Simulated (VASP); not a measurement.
# SrTiO3 (Tausonite) (Pm-3m) in VASP: notebook

Runs on SrTiO3 (Tausonite). Level: PBEsol. Tasks: single point, relaxation of cell and atoms.

Program: VASP 6.6.1. These are calculated values, not measurements. Logs are shortened: lines on timing, memory, paths and dates and some standing lists are left out, and cuts for length are marked.

### 1 The cell of the first run

It takes space group Pm-3m (No. 221, cubic). The conventional cell has a = 3.891 Å, b = 3.891 Å, c = 3.891 Å, α = 90.00°, β = 90.00°, γ = 90.00°. Sr (site symmetry m-3m) has 12 O at 2.75 Å and 8 Ti at 3.37 Å within 3.6 Å. Ti (site symmetry m-3m) has 6 O at 1.95 Å within 2.6 Å. O (site symmetry 4/mmm) has 2 Ti at 1.95 Å within 2.6 Å.

### 2 Single point, PBEsol

INCAR reads:

```
SYSTEM = SrTiO3
ALGO = Normal
EDIFF = 1E-6
ENCUT = 520
GGA = PS
ISIF = 2
ISMEAR = 0
LASPH = .TRUE.
LCHARG = .FALSE.
LREAL = .FALSE.
LWAVE = .FALSE.
NBANDS = 28
NELM = 60
PREC = Accurate
SIGMA = 0.01
```

KPOINTS reads:

```
k-points
0
G
  8 8 8
  0 0 0
```

POSCAR reads:

```
SrTiO3
1.0
    3.8911204496      0.0000000000      0.0000000000
    0.0000000000      3.8911204496      0.0000000000
    0.0000000000      0.0000000000      3.8911204496
Sr Ti O
1 1 3
Direct
    0.5000000000      0.5000000000      0.5000000000
    0.0000000000      0.0000000000      0.0000000000
    0.5000000000      0.0000000000      0.0000000000
    0.0000000000      0.5000000000      0.0000000000
    0.0000000000      0.0000000000      0.5000000000
```

Potentials or basis: VASP PAW PBE potentials, release 64 (Sr_sv, Ti_sv, O).

Command:

```sh
cat potpaw_PBE.64/Sr_sv/POTCAR potpaw_PBE.64/Ti_sv/POTCAR potpaw_PBE.64/O/POTCAR > POTCAR
mpirun -np 1 vasp_std > vasp.out
```

OUTCAR:

```text
SYSTEM = SrTiO3
   EDIFF = 1E-6
   ENCUT = 520
   GGA = PS
   ISIF = 2
   ISMEAR = 0
   LASPH = .TRUE.
   LREAL = .FALSE.
   NELM = 60
   PREC = Accurate

 ion  position               nearest neighbor table
   1  0.500  0.500  0.500-   3 2.75   4 2.75   5 2.75   3 2.75   4 2.75   3 2.75   5 2.75   3 2.75
                             4 2.75   5 2.75   4 2.75   5 2.75   2 3.37   2 3.37   2 3.37   2 3.37
   2  0.000  0.000  0.000-   3 1.95   4 1.95   5 1.95   5 1.95   4 1.95   3 1.95   1 3.37   1 3.37
                             1 3.37   1 3.37   1 3.37   1 3.37   1 3.37   1 3.37
   3  0.500  0.000  0.000-   2 1.95   2 1.95   1 2.75   1 2.75   1 2.75   1 2.75
   4  0.000  0.500  0.000-   2 1.95   2 1.95   1 2.75   1 2.75   1 2.75   1 2.75
   5  0.000  0.000  0.500-   2 1.95   2 1.95   1 2.75   1 2.75   1 2.75   1 2.75

  LATTYP: Found a simple cubic cell.
 ALAT       =     3.8911204496

  Lattice vectors:

 A1 = (   3.8911204496,   0.0000000000,   0.0000000000)
 A2 = (   0.0000000000,   3.8911204496,   0.0000000000)
 A3 = (   0.0000000000,   0.0000000000,   3.8911204496)

Analysis of symmetry for initial positions (statically):
=====================================================================
 Subroutine PRICEL returns:
 Original cell was already a primitive cell.

 Routine SETGRP: Setting up the symmetry group for a
 simple cubic supercell.

 Subroutine GETGRP returns: Found 48 space group operations
[... 9 lines left out ...]

 Routine SETGRP: Setting up the symmetry group for a
 simple cubic supercell.

 Subroutine GETGRP returns: Found 48 space group operations
[... 11 lines left out ...]
                                     Primitive cell

  volume of cell :      58.9147

  direct lattice vectors                    reciprocal lattice vectors
     3.891120450  0.000000000  0.000000000     0.256995386  0.000000000  0.000000000
     0.000000000  3.891120450  0.000000000     0.000000000  0.256995386  0.000000000
     0.000000000  0.000000000  3.891120450     0.000000000  0.000000000  0.256995386

  length of vectors
     3.891120450  3.891120450  3.891120450     0.256995386  0.256995386  0.256995386

  position of ions in fractional coordinates (direct lattice)
     0.500000000  0.500000000  0.500000000
     0.000000000  0.000000000  0.000000000
     0.500000000  0.000000000  0.000000000
     0.000000000  0.500000000  0.000000000
     0.000000000  0.000000000  0.500000000

  ion indices of the primitive-cell ions
   primitive index   ion index
                 1           1
                 2           2
                 3           3
                 4           4
                 5           5

[... 71 lines left out ...]
   EDIFF  = 0.1E-05   stopping-criterion for ELM
   LREAL  =      F    real-space projection
   EDIFFG = 0.1E-04   stopping-criterion for IOM
   NSW    =      0    number of steps for IOM
   IBRION =     -1    ionic relax: 0-MD 1-quasi-New 2-CG
   NFREE  =      0    steps in history (QN), initial steepest desc. (CG)
   ISIF   =      2    stress and relaxation
   ISYM   =      2    0-nonsym 1-usesym 2-fastsym
   POTIM  = 0.5000    time-step for ionic-motion
   TEBEG  =    0.0;   TEEND  =   0.0 temperature during run
   PSTRESS=    0.0 pullay stress
   NELECT =      40.0000    total number of electrons
   NUPDOWN=      -1.0000    fix difference up-down
   EMIN   =  10.00;   EMAX   =-10.00  energy-range for DOS
   EFERMI =   0.00;   METHOD = LEGACY
   ISMEAR =     0;   SIGMA  =   0.01  broadening in eV -4-tet -1-fermi 0-gaus
   EFERMI_NEDOS =   21; number of points for ismear=-14 and -15
   IALGO  =     38    algorithm
   IMIX   =      4    mixing-type and parameters
     AMIX     =   0.40;   BMIX     =  1.00
     AMIX_MAG =   1.60;   BMIX_MAG =  1.00
  volume/ion in A,a.u.               =      11.78        79.52
  Fermi-wavevector in a.u.,A,eV,Ry     =   1.438865  2.719061 28.168597  2.070333
  Thomas-Fermi vector in A             =   2.557785
   LORBIT       =      0    0 simple, 1 ext, 2 COOP (PROOUT), +10 PAW based schemes
   GGA     = PS    functional components
   LHFCALC =     F    Hartree Fock is set to
   AEXX    =    0.0000 exact exchange contribution
   IVDW    =     0    specifies the selected vdW correction
   LEPSILON=     F    determine dielectric tensor
   LRPA    =     F    only Hartree local field effects (RPA)
 non-spin polarized calculation
 Gauss-broadening in eV      SIGMA  =   0.01
  energy-cutoff  :      520.00
  volume of cell :       58.91
 maximum number of plane-waves:      1622
 NGX is ok and might be reduce to    30
   NGX = 15   NGY = 15   NGZ = 15

 number of electron      40.0000013 magnetization

 Free energy of the ion-electron system (eV)
  ---------------------------------------------------
  ext. energy  EPLUGINS =         0.00000000
  ---------------------------------------------------
  free energy    TOTEN  =       -42.01575953 eV

  energy without entropy =      -42.01575953  energy(sigma->0) =      -42.01575953

 E-fermi :   4.2920     XC(G=0): -11.5968

 val. band max:        4.1137293906   @ k =   0.5000   0.5000   0.5000
 cond. band min:       5.9335962648   @ k =   0.0000   0.0000   0.0000
 fundamental gap:      1.8198668743
 Fermi energy:         4.2920276911

 k-point     1 :       0.0000    0.0000    0.0000
  band No.  band energies     occupation
      1     -52.0426      2.00000
      2     -28.4997      2.00000
      3     -28.4120      2.00000
      4     -28.4120      2.00000
      5     -28.4120      2.00000
      6     -13.2852      2.00000
[... 733 lines left out ...]
     27      12.3679      0.00000
     28      12.8760      0.00000

 [... further k-points ...]

------------------------ aborting loop because EDIFF is reached ----------------------------------------

  FORCE on cell =-STRESS in cart. coord.  units (eV):
  Direction    XX          YY          ZZ          XY          YZ          ZX
  --------------------------------------------------------------------------------------
  -------------------------------------------------------------------------------------
  Total        0.2470228      0.2470228      0.2470228      0.0000000      0.0000000      0.0000000
  in kB        6.7177457      6.7177457      6.7177457      0.0000000      0.0000000      0.0000000
  external PRESSURE =       6.7177457 kB  Pullay stress =       0.0000000 kB

 VOLUME and BASIS-vectors are now :
 -----------------------------------------------------------------------------
  energy-cutoff  :      520.00
  volume of cell :       58.91
      direct lattice vectors                 reciprocal lattice vectors
     3.891120450  0.000000000  0.000000000     0.256995386  0.000000000  0.000000000
     0.000000000  3.891120450  0.000000000     0.000000000  0.256995386  0.000000000
     0.000000000  0.000000000  3.891120450     0.000000000  0.000000000  0.256995386

 POSITION                                       TOTAL-FORCE (eV/Angst)
 -----------------------------------------------------------------------------------
      1.94556      1.94556      1.94556         0.000000      0.000000      0.000000
      0.00000      0.00000      0.00000         0.000000      0.000000      0.000000
      1.94556      0.00000      0.00000         0.000000      0.000000      0.000000
      0.00000      1.94556      0.00000         0.000000      0.000000      0.000000
      0.00000      0.00000      1.94556         0.000000      0.000000      0.000000
 -----------------------------------------------------------------------------------
    total drift:                                0.000000     -0.000000      0.000000

  FREE ENERGIE OF THE ION-ELECTRON SYSTEM (eV)
  ---------------------------------------------------
  free  energy   TOTEN  =       -42.0157595346 eV

  energy  without entropy=      -42.0157595346  energy(sigma->0) =      -42.01575953
```

Run time: 51 s. Hardware: 1 thread of Intel Xeon 6975P-C, shared host; peak memory 0.21 GiB.

Results:

```yaml
Free_energy: -42.0158 eV
Pressure: 0.7 GPa
Band_gap_on_the_k_mesh: 1.82 eV, indirect (least direct gap 2.17 eV)
```

Caveat: the PAW data sets were made with another functional, which shifts forces and pressure a little.

### 3 Relaxation of cell and atoms, PBEsol

INCAR reads:

```
SYSTEM = SrTiO3
ALGO = Normal
EDIFF = 1E-6
EDIFFG = -0.001
ENCUT = 600
GGA = PS
IBRION = 2
ISIF = 3
ISMEAR = 0
LASPH = .TRUE.
LCHARG = .FALSE.
LREAL = .FALSE.
LWAVE = .FALSE.
NELM = 100
NSW = 80
PREC = Accurate
SIGMA = 0.01
```

KPOINTS is that of step 2.

POSCAR is that of step 2.

Potentials or basis: VASP PAW PBE potentials, release 64 (Sr_sv, Ti_sv, O).

Command:

```sh
cat potpaw_PBE.64/Sr_sv/POTCAR potpaw_PBE.64/Ti_sv/POTCAR potpaw_PBE.64/O/POTCAR > POTCAR
mpirun -np 1 vasp_std > vasp.out
```

It took 91 s on 1 thread of Intel Xeon 6975P-C, shared host; peak memory 0.23 GiB.

It converged, with:

```
Free energy                            : -42.0218 eV
Relaxed volume                         : 11.82 Å³/atom
Relaxed cell                           : a = 3.895 Å, b = 3.895 Å, c = 3.895 Å, α = 90.00°, β = 90.00°, γ = 90.00°
Space group after relaxing (to 0.05 Å) : Pm-3m (No. 221)
Energy gained by relaxing              : 0.1 meV/atom
Ionic steps                            : 3
Pressure after relaxing                : 0.0 GPa
Band gap on the k mesh                 : 1.82 eV, indirect (least direct gap 2.17 eV)
```

Step by step:
| step | energy change (eV) | largest force (eV/Å) | pressure (GPa) | volume (Å³) |
| --- | --- | --- | --- | --- |
| 1 | 0.0000 | 0.0000 | 0.48 | 58.91 |
| 2 | -0.0001 | 0.0000 | -0.41 | 59.22 |
| 3 | -0.0003 | 0.0000 | -0.01 | 59.08 |

Final structure:
```cif
data_structure
_symmetry_space_group_name_H-M 'P 1'
_symmetry_Int_Tables_number 1
_cell_length_a 3.8948
_cell_length_b 3.8948
_cell_length_c 3.8948
_cell_angle_alpha 90.000
_cell_angle_beta 90.000
_cell_angle_gamma 90.000
_cell_volume 59.08
loop_
_atom_site_label
_atom_site_type_symbol
_atom_site_fract_x
_atom_site_fract_y
_atom_site_fract_z
_atom_site_occupancy
Sr1 Sr 0.50000 0.50000 0.50000 1
Ti1 Ti 0.00000 0.00000 0.00000 1
O1 O 0.50000 0.00000 0.00000 1
O2 O 0.00000 0.50000 0.00000 1
O3 O 0.00000 0.00000 0.50000 1
```

Levels at points of the mesh, in eV from the valence-band top:
| k point | band 17 | band 18 | band 19 | band 20 | band 21 | band 22 | band 23 | band 24 |
| --- | --- | --- | --- | --- | --- | --- | --- | --- |
| (0.00, 0.00, 0.00) | -1.20 | -0.35 | -0.35 | -0.35 | 1.82 | 1.82 | 1.82 | 4.39 |
| (0.50, 0.00, 0.00) | -2.41 | -2.06 | -0.74 | -0.74 | 2.00 | 3.82 | 3.82 | 4.41 |
| (0.50, 0.50, 0.00) | -1.74 | -1.60 | -1.60 | -0.10 | 3.83 | 3.83 | 4.28 | 5.38 |
| (0.50, 0.50, 0.50) | -3.80 | 0.00 | 0.00 | 0.00 | 4.52 | 4.52 | 4.52 | 6.89 |

Caveat: the PAW data sets were made with another functional, which shifts forces and pressure a little. A hybrid or GW would open this gap; PBEsol tends to underestimate it.

### 4 Relaxation of cell and atoms, PBEsol

This run uses another cell than the first one, of 11.91 Å³/atom, 1.011 times its volume.

INCAR reads:

```
SYSTEM = SrTiO3
PREC     = Accurate       ! precision mode
ENCUT    = 600            ! plane-wave cutoff, eV
EDIFF    = 1E-7           ! SCF threshold, eV
ISMEAR   = 0              ! smearing method
SIGMA    = 0.02           ! smearing width, eV
LREAL    = .FALSE.        ! projectors in reciprocal space
LASPH    = .TRUE.         ! aspherical terms in the spheres
NELM     = 80             ! most SCF steps
ALGO     = Normal         ! electronic algorithm
ISIF     = 3              ! what is computed and relaxed
LWAVE    = .FALSE.        ! write WAVECAR
LCHARG   = .FALSE.        ! write CHGCAR
GGA      = PS             ! functional
IBRION   = 2              ! ionic algorithm
NSW      = 100            ! ionic steps
EDIFFG   = -0.005         ! ionic threshold
```

KPOINTS reads:

```
Automatic mesh
0
G
  8 8 8
  0 0 0
```

POSCAR: that of step 3 with these lines changed.

```diff
@@ -2,5 +2,5 @@
 1.0
-    3.8911204496      0.0000000000      0.0000000000
-    0.0000000000      3.8911204496      0.0000000000
-    0.0000000000      0.0000000000      3.8911204496
+    3.9052800000      0.0000000000      0.0000000000
+    0.0000000000      3.9052800000      0.0000000000
+    0.0000000000      0.0000000000      3.9052800000
 Sr Ti O
```

Command:

```sh
cat potpaw_PBE.64/Sr_sv/POTCAR potpaw_PBE.64/Ti_sv/POTCAR potpaw_PBE.64/O/POTCAR > POTCAR
mpirun -np 1 vasp_std > vasp.out
```

Wall time 85 s (1 thread of Intel Xeon 6975P-C, shared host); peak memory 0.23 GiB.

Results (log left out):

* Free energy: -42.0233 eV
* Relaxed volume: 11.82 Å³/atom
* Relaxed cell: a = 3.895 Å, b = 3.895 Å, c = 3.895 Å, α = 90.00°, β = 90.00°, γ = 90.00°
* Space group after relaxing (to 0.05 Å): Pm-3m (No. 221)
* Energy gained by relaxing: 0.5 meV/atom
* Ionic steps: 3
* Pressure after relaxing: 0.0 GPa
* Band gap on the k mesh: 1.82 eV, indirect (least direct gap 2.17 eV)

Step by step:
| step | energy change (eV) | largest force (eV/Å) | pressure (GPa) | volume (Å³) |
| --- | --- | --- | --- | --- |
| 1 | 0.0000 | 0.0000 | -1.48 | 59.56 |
| 2 | -0.0002 | 0.0000 | 1.47 | 58.62 |
| 3 | -0.0023 | 0.0000 | 0.00 | 59.08 |

Final structure:
```xyz
5
Lattice="3.8947 0.0000 0.0000 0.0000 3.8947 0.0000 0.0000 0.0000 3.8947" Properties=species:S:1:pos:R:3 pbc="T T T"
Sr    1.9473    1.9473    1.9473
Ti    0.0000    0.0000    0.0000
O     1.9473    0.0000    0.0000
O     0.0000    1.9473    0.0000
O     0.0000    0.0000    1.9473
```

Levels at points of the mesh, in eV from the valence-band top:
```
           k point  band 17  band 18  band 19  band 20  band 21  band 22  band 23  band 24
(0.00, 0.00, 0.00)    -1.20    -0.35    -0.35    -0.35     1.82     1.82     1.82     4.39
(0.50, 0.00, 0.00)    -2.41    -2.06    -0.74    -0.74     2.00     3.82     3.82     4.41
(0.50, 0.50, 0.00)    -1.74    -1.60    -1.60    -0.10     3.83     3.83     4.28     5.38
(0.50, 0.50, 0.50)    -3.80     0.00     0.00     0.00     4.52     4.52     4.52     6.90
```

Caveat: the PAW data sets were made with another functional, which shifts forces and pressure a little.

### 5 Overview

| task | cell | cutoff (eV) | smearing | gap on the mesh (eV) | pressure (GPa) | relaxed volume (Å³/atom) |
| --- | --- | --- | --- | --- | --- | --- |
| single point | a = 3.891 Å, 5 atoms | 520 | gaussian 0.01 eV | 1.82 | 0.7 | - |
| relaxation of cell and atoms | relaxed from a = 3.891 Å, 5 atoms | 600 | gaussian 0.01 eV | 1.82 | 0.0 | 11.82 |
| relaxation of cell and atoms | relaxed from a = 3.905 Å, 5 atoms | 600 | gaussian 0.02 eV | 1.82 | 0.0 | 11.82 |

Alike in all rows: level PBEsol; potentials or basis VASP PAW PBE potentials, release 64 (Sr_sv, Ti_sv, O); no spin polarisation; k mesh 8 × 8 × 8.

Caveats: the PAW data sets were made with another functional, which shifts forces and pressure a little.

Total energies depend on the potentials used, so only differences within one code and one set of settings carry meaning.
